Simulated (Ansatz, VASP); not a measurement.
**One calculation of Hg, two programs**

File INCAR:

```
PREC = Accurate
ENCUT = 500
EDIFF = 1E-6
ISMEAR = -1
SIGMA = 0.1
LREAL = False
LASPH = True
NELM = 120
ALGO = Normal
ISIF = 2
LWAVE = False
LCHARG = False
GGA = PE
NBANDS = 12
GGA_COMPAT = False
```

File KPOINTS:

```
regular mesh
0
Gamma
  14 14 14
```

Contents of POSCAR:

```
Hg
1.0
   -1.9377811454      1.9377811454      1.9377811454
    1.9377811454     -1.9377811454      1.9377811454
    1.9377811454      1.9377811454     -1.9377811454
Hg
1
Direct
    0.0000000000      0.0000000000      0.0000000000
```

Input for Ansatz:

```yaml
crystal:
  lattice:
    - [-1.9377811454, 1.9377811454, 1.9377811454]
    - [1.9377811454, -1.9377811454, 1.9377811454]
    - [1.9377811454, 1.9377811454, -1.9377811454]
  atoms:
    - { symbol: Hg, position: [0.0, 0.0, 0.0] }
kpoints:
  mp_grid: { grid: [14, 14, 14] }
  band_path:
    path:
      - [0.0, 0.0, 0.0]
      - [0.5, -0.5, 0.5]
      - [0.0, 0.0, 0.5]
      - [0.0, 0.0, 0.0]
      - [0.25, 0.25, 0.25]
      - [0.5, -0.5, 0.5]
      - [0.25, 0.25, 0.25]
      - [0.0, 0.0, 0.5]
    npoints: 14
scf:
  occupations: { method: fermi_dirac, width: 0.1 }
hamiltonian:
  xc: pbe
  pseudopotentials: { kind: all_electron, lapw: { basis_error: 0.001 } }
output:
  forces: true
  stress: true
  eigenvalues: true
  populations: true
  dos: { projected: true, de: 0.2, e_range: [-14, 8] }
```

Alike in both runs: task single point; functional PBE; k mesh 14 × 14 × 14; occupations fermi-dirac, width 0.1 eV; no spin polarisation.

|  | VASP | Ansatz |
| --- | --- | --- |
| version | VASP 6.6.1 | Ansatz 0.2.0 |
| potentials or method | VASP PAW PBE potentials, release 64 (Hg), cutoff 500 eV | all-electron LAPW, scalar-relativistic |

Ansatz gave:

- pressure (GPa): 0.0

Q: Estimate VASP's values.

A: Pressure (GPa): 0.1.

Ansatz ran all-electron here, and VASP with PAW potentials.

Neither program's run includes spin-orbit coupling.
